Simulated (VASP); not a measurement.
# Si6Ru (P-62m) in VASP: a series of runs

Si6Ru is run at these levels: PBE; tasks: single point.

Everything below comes from runs of VASP 6.6.1. Logs are shortened: lines on timing, memory, paths and dates and some standing lists are left out, and cuts for length are marked.

### 1 The cell of the first run

The structure is hexagonal, space group P-62m (No. 189). Conventional cell: a = 4.726 Å, b = 4.726 Å, c = 5.653 Å, α = 90.00°, β = 90.00°, γ = 120.00°. Si (site symmetry m) has 1 Ru at 2.39 Å and 7 Si at 2.43 to 3.06 Å within 3.2 Å. Within 3.2 Å of Ru (site symmetry -62m) lie 6 Si at 2.39 Å.

### 2 Single point, PBE

Input file INCAR:

```
SYSTEM = Si6Ru
  PREC = Accurate
  ENCUT = 520
  EDIFF = 1E-7
  ISMEAR = 0
  SIGMA = 0.2
  LREAL = .FALSE.
  LASPH = .TRUE.
  NELM = 100
  ALGO = Normal
  ISIF = 2
  LWAVE = .FALSE.
  LCHARG = .FALSE.
  GGA = PE
  NBANDS = 28
```

Input file KPOINTS:

```
Automatic mesh
0
G
  4 4 3
  0 0 0
```

Input file POSCAR:

```
Si6Ru
1.0
    4.7260659945     -0.0000000029      0.0000000000
   -2.3630329947      4.0928932127      0.0000000000
    0.0000000000      0.0000000000      5.6525121579
Si Ru
6 1
Direct
    0.6262786345      0.0000000000      0.2851667254
    0.0000000000      0.6262786345      0.2851667254
    0.3737213655      0.3737213655      0.2851667254
    0.6262786345      0.0000000000      0.7148332746
    0.0000000000      0.6262786345      0.7148332746
    0.3737213655      0.3737213655      0.7148332746
    0.0000000000      0.0000000000      0.0000000000
```

Potentials or basis: VASP PAW PBE potentials, release 64 (Si, Ru_pv).

Command:

```console
$ cat potpaw_PBE.64/Si/POTCAR potpaw_PBE.64/Ru_pv/POTCAR > POTCAR
$ mpirun -np 1 vasp_std > vasp.out
```

OUTCAR:

```text
SYSTEM = Si6Ru
   PREC = Accurate
   ENCUT = 520
   EDIFF = 1E-7
   ISMEAR = 0
   LREAL = .FALSE.
   LASPH = .TRUE.
   NELM = 100
   ISIF = 2
   GGA = PE

 ion  position               nearest neighbor table
   1  0.626  0.000  0.285-   7 2.39   4 2.43   3 2.58   2 2.58   3 2.58   2 2.58   2 3.06   3 3.06

   2  0.000  0.626  0.285-   7 2.39   5 2.43   3 2.58   3 2.58   1 2.58   1 2.58   1 3.06   3 3.06

   3  0.374  0.374  0.285-   7 2.39   6 2.43   2 2.58   1 2.58   2 2.58   1 2.58   1 3.06   2 3.06

   4  0.626  0.000  0.715-   7 2.39   1 2.43   6 2.58   5 2.58   6 2.58   5 2.58   5 3.06   6 3.06

   5  0.000  0.626  0.715-   7 2.39   2 2.43   6 2.58   6 2.58   4 2.58   4 2.58   4 3.06   6 3.06

   6  0.374  0.374  0.715-   7 2.39   3 2.43   5 2.58   4 2.58   5 2.58   4 2.58   4 3.06   5 3.06

   7  0.000  0.000  0.000-   1 2.39   4 2.39   2 2.39   5 2.39   3 2.39   6 2.39

  LATTYP: Found a hexagonal cell.
 ALAT       =     4.7260659945
 C/A-ratio  =     1.1960290365

  Lattice vectors:

 A1 = (   4.7260659945,  -0.0000000029,   0.0000000000)
 A2 = (  -2.3630329947,   4.0928932127,   0.0000000000)
 A3 = (   0.0000000000,   0.0000000000,   5.6525121579)

Analysis of symmetry for initial positions (statically):
=====================================================================
 Subroutine PRICEL returns:
 Original cell was already a primitive cell.

 Routine SETGRP: Setting up the symmetry group for a
 hexagonal supercell.

 Subroutine GETGRP returns: Found 12 space group operations
 (whereof 12 operations were pure point group operations)
 out of a pool of 24 trial point group operations.

The static configuration has the point symmetry D_3h.

Analysis of symmetry for dynamics (positions and initial velocities):
=====================================================================
 Subroutine PRICEL returns:
 Original cell was already a primitive cell.

 Routine SETGRP: Setting up the symmetry group for a
 hexagonal supercell.

 Subroutine GETGRP returns: Found 12 space group operations
 (whereof 12 operations were pure point group operations)
 out of a pool of 24 trial point group operations.

The dynamic configuration has the point symmetry D_3h.

 Subroutine INISYM returns: Found 12 space group operations
 (whereof 12 operations are pure point group operations),
 and found     1 'primitive' translations

----------------------------------------------------------------------------------------

                                     Primitive cell

  volume of cell :     109.3381

  direct lattice vectors                    reciprocal lattice vectors
     4.726065994 -0.000000003  0.000000000     0.211592475  0.122162972  0.000000000
    -2.363032995  4.092893213  0.000000000     0.000000000  0.244325945  0.000000000
     0.000000000  0.000000000  5.652512158     0.000000000  0.000000000  0.176912490

  length of vectors
     4.726065994  4.726065995  5.652512158     0.244325945  0.244325945  0.176912490

  position of ions in fractional coordinates (direct lattice)
     0.626278634  0.000000000  0.285166725
     1.000000000  0.626278634  0.285166725
     0.373721366  0.373721366  0.285166725
     0.626278634  0.000000000  0.714833275
     1.000000000  0.626278634  0.714833275
     0.373721366  0.373721366  0.714833275
     0.000000000  0.000000000  0.000000000

  ion indices of the primitive-cell ions
   primitive index   ion index
                 1           1
                 2           2
                 3           3
                 4           4
                 5           5
                 6           6
                 7           7

----------------------------------------------------------------------------------------

 KPOINTS: Automatic mesh

Automatic generation of k-mesh.
 Grid dimensions read from file:
 generate k-points for:    4    4    3

 Generating k-lattice:

  Cartesian coordinates                     Fractional coordinates (reciprocal lattice)
     0.052898119  0.030540743  0.000000000     0.250000000 -0.000000000  0.000000000
     0.000000000  0.061081486  0.000000000     0.000000000  0.250000000  0.000000000
     0.000000000  0.000000000  0.058970830     0.000000000  0.000000000  0.333333333

  Length of vectors
     0.061081486  0.061081486  0.058970830

  Shift w.r.t. Gamma in fractional coordinates (k-lattice)
     0.000000000  0.000000000  0.000000000

 Subroutine IBZKPT returns following result:
 ===========================================

 Found      8 irreducible k-points:

 Following reciprocal coordinates:
            Coordinates               Weight
  0.000000  0.000000  0.000000      1.000000
  0.250000  0.000000  0.000000      6.000000
  0.500000  0.000000  0.000000      3.000000
  0.250000  0.250000  0.000000      6.000000
  0.000000  0.000000  0.333333      2.000000
  0.250000  0.000000  0.333333     12.000000
  0.500000  0.000000  0.333333      6.000000
  0.250000  0.250000  0.333333     12.000000
   k-points           NKPTS =      8   k-points in BZ     NKDIM =      8   number of bands    NBANDS=     28
   number of dos      NEDOS =    301   number of ions     NIONS =      7
   total plane-waves  NPLWV =  54432
   dimension x,y,z NGX =    36 NGY =   36 NGZ =   42
   dimension x,y,z NGXF=    72 NGYF=   72 NGZF=   84
   ions per type =               6   1
   NGX,Y,Z   is equivalent  to a cutoff of  12.66, 12.66, 12.35 a.u.
   NGXF,Y,Z  is equivalent  to a cutoff of  25.33, 25.33, 24.71 a.u.
 SYSTEM =  Si6Ru
   PREC   = accura    normal or accurate (medium, high low for compatibility)
   ISTART =      0    job   : 0-new  1-cont  2-samecut
   ICHARG =      2    charge: 1-file 2-atom 10-const
   ISPIN  =      1    spin polarized calculation?
   LNONCOLLINEAR =      F non collinear calculations
   LSORBIT =      F    spin-orbit coupling
   LASPH  =      T    aspherical Exc in radial PAW
   ENCUT  =  520.0 eV  38.22 Ry    6.18 a.u.   8.79  8.79 10.51*2*pi/ulx,y,z
   NELM   =    100;   NELMIN=  2; NELMDL= -5     # of ELM steps
   EDIFF  = 0.1E-06   stopping-criterion for ELM
   LREAL  =      F    real-space projection
   EDIFFG = 0.1E-05   stopping-criterion for IOM
   NSW    =      0    number of steps for IOM
   IBRION =     -1    ionic relax: 0-MD 1-quasi-New 2-CG
   NFREE  =      0    steps in history (QN), initial steepest desc. (CG)
   ISIF   =      2    stress and relaxation
   ISYM   =      2    0-nonsym 1-usesym 2-fastsym
   POTIM  = 0.5000    time-step for ionic-motion
   TEBEG  =    0.0;   TEEND  =   0.0 temperature during run
   PSTRESS=    0.0 pullay stress
   NELECT =      38.0000    total number of electrons
   NUPDOWN=      -1.0000    fix difference up-down
   EMIN   =  10.00;   EMAX   =-10.00  energy-range for DOS
   EFERMI =   0.00;   METHOD = LEGACY
   ISMEAR =     0;   SIGMA  =   0.20  broadening in eV -4-tet -1-fermi 0-gaus
   EFERMI_NEDOS =   21; number of points for ismear=-14 and -15
   IALGO  =     38    algorithm
   IMIX   =      4    mixing-type and parameters
     AMIX     =   0.40;   BMIX     =  1.00
     AMIX_MAG =   1.60;   BMIX_MAG =  1.00
  volume/ion in A,a.u.               =      15.62       105.41
  Fermi-wavevector in a.u.,A,eV,Ry     =   1.151009  2.175092 18.025300  1.324822
  Thomas-Fermi vector in A             =   2.287670
   LORBIT       =      0    0 simple, 1 ext, 2 COOP (PROOUT), +10 PAW based schemes
   GGA     = PE    functional components
   LHFCALC =     F    Hartree Fock is set to
   AEXX    =    0.0000 exact exchange contribution
   IVDW    =     0    specifies the selected vdW correction
   LEPSILON=     F    determine dielectric tensor
   LRPA    =     F    only Hartree local field effects (RPA)
 non-spin polarized calculation
 Gauss-broadening in eV      SIGMA  =   0.20
  energy-cutoff  :      520.00
  volume of cell :      109.34
 maximum number of plane-waves:      2991
 NGX is ok and might be reduce to    36
   NGX = 17   NGY = 17   NGZ = 21

 number of electron      38.0000010 magnetization

 Free energy of the ion-electron system (eV)
  ---------------------------------------------------
  ext. energy  EPLUGINS =         0.00000000
  ---------------------------------------------------
  free energy    TOTEN  =       -40.87474405 eV

  energy without entropy =      -40.80035366  energy(sigma->0) =      -40.83754886

 E-fermi :   9.3723     XC(G=0): -11.0579

 val. band max:        9.3433221948   @ k =   0.2500   0.0000   0.0000
 cond. band min:       9.3982230520   @ k =   0.2500   0.2500   0.3333
 fundamental gap:      0.0549008571
 Fermi energy:         9.3722889122

 k-point     1 :       0.0000    0.0000    0.0000
  band No.  band energies     occupation
      1     -33.4876      2.00000
      2     -33.3720      2.00000
      3     -33.3720      2.00000
      4      -4.1590      2.00000
      5      -0.7063      2.00000
      6       2.4540      2.00000
[... 20 lines left out ...]
     27      13.1469      0.00000
     28      13.5228      0.00000

 k-point     2 :       0.2500    0.0000    0.0000
  band No.  band energies     occupation
      1     -33.4875      2.00000
      2     -33.3725      2.00000
      3     -33.3722      2.00000
      4      -3.6267      2.00000
      5      -0.2924      2.00000
      6       0.5010      2.00000
[... 20 lines left out ...]
     27      14.1140      0.00000
     28      14.2394      0.00000

 k-point     3 :       0.5000    0.0000    0.0000
  band No.  band energies     occupation
      1     -33.4874      2.00000
      2     -33.3731      2.00000
      3     -33.3723      2.00000
      4      -2.3148      2.00000
      5      -1.7257      2.00000
      6       0.5225      2.00000
[... 120 lines left out ...]
      3     -33.3723      2.00000
      4      -2.1154      2.00000
      5      -1.3208      2.00000
      6      -0.0868      2.00000
[... 20 lines left out ...]
     27      13.1203      0.00000
     28      13.3382      0.00000

 k-point     8 :       0.2500    0.2500    0.3333
  band No.  band energies     occupation
      1     -33.4875      2.00000
      2     -33.3729      2.00000
      3     -33.3725      2.00000
      4      -2.3188      2.00000
      5      -0.5668      2.00000
      6      -0.3890      2.00000
[... 20 lines left out ...]
     27      14.1001      0.00000
     28      14.1735      0.00000

------------------------ aborting loop because EDIFF is reached ----------------------------------------

  FORCE on cell =-STRESS in cart. coord.  units (eV):
  Direction    XX          YY          ZZ          XY          YZ          ZX
  --------------------------------------------------------------------------------------
  -------------------------------------------------------------------------------------
  Total       -0.0047106     -0.0047106      0.0526324     -0.0000000      0.0000000      0.0000000
  in kB       -0.0690258     -0.0690258      0.7712440     -0.0000000      0.0000000      0.0000000
  external PRESSURE =       0.2110641 kB  Pullay stress =       0.0000000 kB

 VOLUME and BASIS-vectors are now :
 -----------------------------------------------------------------------------
  energy-cutoff  :      520.00
  volume of cell :      109.34
      direct lattice vectors                 reciprocal lattice vectors
     4.726065994 -0.000000003  0.000000000     0.211592475  0.122162972  0.000000000
    -2.363032995  4.092893213  0.000000000     0.000000000  0.244325945  0.000000000
     0.000000000  0.000000000  5.652512158     0.000000000  0.000000000  0.176912490

 POSITION                                       TOTAL-FORCE (eV/Angst)
 -----------------------------------------------------------------------------------
      2.95983     -0.00000      1.61191         0.008202     -0.000000      0.002287
     -1.47992      2.56329      1.61191        -0.004101      0.007103      0.002287
      0.88312      1.52960      1.61191        -0.004101     -0.007103      0.002287
      2.95983     -0.00000      4.04060         0.008202     -0.000000     -0.002287
     -1.47992      2.56329      4.04060        -0.004101      0.007103     -0.002287
      0.88312      1.52960      4.04060        -0.004101     -0.007103     -0.002287
      0.00000      0.00000      0.00000         0.000000      0.000000      0.000000
 -----------------------------------------------------------------------------------
    total drift:                               -0.000000     -0.000000     -0.000000

  FREE ENERGIE OF THE ION-ELECTRON SYSTEM (eV)
  ---------------------------------------------------
  free  energy   TOTEN  =       -40.8747440522 eV

  energy  without entropy=      -40.8003536581  energy(sigma->0) =      -40.83754886
```

Wall time 36 s (1 thread of Intel Xeon Platinum 8259CL at 2.50GHz (Skylake/Cascade Lake), shared host); peak memory 0.22 GiB.

Results:

| Quantity | Value |
| --- | --- |
| Free energy | -40.8747 eV |
| Pressure | 0.0 GPa |
| Largest force | 0.009 eV/Å |
| Band gap on the k mesh | zero (band 19 reaches 10.14 eV, above the bottom of band 20 at 8.31 eV) |

Forces on the atoms (eV/Å):
```
Si   0.008  0.000  0.002
Si  -0.004  0.007  0.002
Si  -0.004 -0.007  0.002
Si   0.008  0.000 -0.002
Si  -0.004  0.007 -0.002
Si  -0.004 -0.007 -0.002
Ru   0.000  0.000  0.000
```

Stress tensor (GPa, compression positive):
```
-0.01  0.00  0.00
 0.00 -0.01  0.00
 0.00  0.00  0.08
```

Levels at points of the mesh, in eV from the Fermi level:
| k point | band 15 | band 16 | band 17 | band 18 | band 19 | band 20 | band 21 | band 22 | band 23 | band 24 |
| --- | --- | --- | --- | --- | --- | --- | --- | --- | --- | --- |
| (0.00, 0.00, 0.00) | -2.91 | -2.89 | -2.89 | -1.92 | -1.92 | -0.22 | -0.09 | 1.47 | 1.47 | 2.46 |
| (0.50, 0.00, 0.00) | -2.88 | -2.45 | -1.91 | -0.57 | -0.25 | 0.97 | 1.01 | 2.20 | 2.34 | 2.66 |

Caveat: the k points lie up to 0.38 Å⁻¹ apart.

### 3 Single point, PBE

This run uses another cell than the first one, of 15.75 Å³/atom, 1.008 times its volume.

Input file INCAR:

```
ALGO     = Normal         # electronic algorithm
EDIFF    = 1E-7           # SCF threshold, eV
ENCUT    = 520            # plane-wave cutoff, eV
GGA      = PE             # functional
ISIF     = 2              # what is computed and relaxed
ISMEAR   = 0              # smearing method
LASPH    = T              # aspherical terms in the spheres
LCHARG   = F              # write CHGCAR
LREAL    = F              # projectors in reciprocal space
LWAVE    = F              # write WAVECAR
NBANDS   = 28             # bands
NELM     = 60             # most SCF steps
PREC     = Accurate       # precision mode
SIGMA    = 0.1            # smearing width, eV
```

Input file KPOINTS:

```
k-points
0
Gamma
  6 6 6
```

Input file POSCAR:

```
Si6Ru
1.0
    4.7256815664      0.0000000000      0.0000000000
   -2.3628407832      4.0925602867      0.0000000000
    0.0000000000      0.0000000000      5.7013140066
Si Ru
6 1
Direct
    0.6321457889      0.0000000000      0.2875050858
    0.0000000000      0.6321457889      0.2875050858
    0.3678542111      0.3678542111      0.2875050858
    0.6321457889      0.0000000000      0.7124949142
    0.0000000000      0.6321457889      0.7124949142
    0.3678542111      0.3678542111      0.7124949142
    0.0000000000      0.0000000000      0.0000000000
```

Potentials or basis: VASP PAW PBE potentials, release 64 (Si, Ru_pv).

Command:

```console
$ cat potpaw_PBE.64/Si/POTCAR potpaw_PBE.64/Ru_pv/POTCAR > POTCAR
$ mpirun -np 1 vasp_std > vasp.out
```

It took 1.8 min on 1 thread of Intel Xeon Platinum 8259CL at 2.50GHz (Skylake/Cascade Lake), shared host; peak memory 0.25 GiB.

Results (log left out):

```
Free energy            : -40.7191 eV
Pressure               : 0.0 GPa
Largest force          : 0.006 eV/Å
Band gap on the k mesh : zero (band 19 reaches 10.07 eV, above the bottom of band 20 at 7.72 eV)
```

Forces in eV/Å, atoms in the order of the input:
```
Si  -0.005  0.000  0.002
Si   0.002 -0.004  0.002
Si   0.002  0.004  0.002
Si  -0.005  0.000 -0.002
Si   0.002 -0.004 -0.002
Si   0.002  0.004 -0.002
Ru   0.000  0.000  0.000
```

Levels at points of the mesh, in eV from the Fermi level:
```csv
k point,band 17,band 18,band 19,band 20,band 21,band 22
"(0.00, 0.00, 0.00)",-2.58,-1.75,-1.75,-0.32,-0.09,1.56
"(0.50, 0.00, 0.00)",-1.89,-0.40,-0.18,1.15,1.17,2.38
"(0.00, 0.00, 0.50)",-2.61,-2.54,-1.83,-1.40,-1.40,0.28
"(0.50, 0.00, 0.50)",-1.38,-0.74,0.39,1.84,1.97,2.29
```
